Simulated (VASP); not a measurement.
Here is a VASP 6.6.1 calculation.

File INCAR:

```
SYSTEM = Pb
PREC = Accurate ; ENCUT = 520
EDIFF = 1E-6 ; ISMEAR = 0
SIGMA = 0.05 ; LREAL = .FALSE.
LASPH = .TRUE. ; NELM = 100
ALGO = Normal ; ISIF = 2
LWAVE = .FALSE. ; LCHARG = .FALSE.
GGA = PE ; NBANDS = 13
```

KPOINTS

```
regular mesh
0
G
  9 9 9
  0 0 0
```

Contents of POSCAR:

```
Pb
1.0
    0.0000000000      2.4750200000      2.4750200000
    2.4750200000      0.0000000000      2.4750200000
    2.4750200000      2.4750200000      0.0000000000
Pb
1
Direct
    0.0000000000      0.0000000000      0.0000000000
```

Potentials or basis: VASP PAW PBE potentials, release 64 (Pb_d).

Command:

```console
$ cat potpaw_PBE.64/Pb_d/POTCAR > POTCAR
$ mpirun -np 1 vasp_std > vasp.out
```

What does it give for the pressure?

2.2 GPa.

What does it give for the band gap on the k mesh?

Zero (band 7 reaches 14.70 eV, above the bottom of band 8 at 5.74 eV).

Caveat: spin-orbit coupling is left out, which moves the levels of the heavy elements.
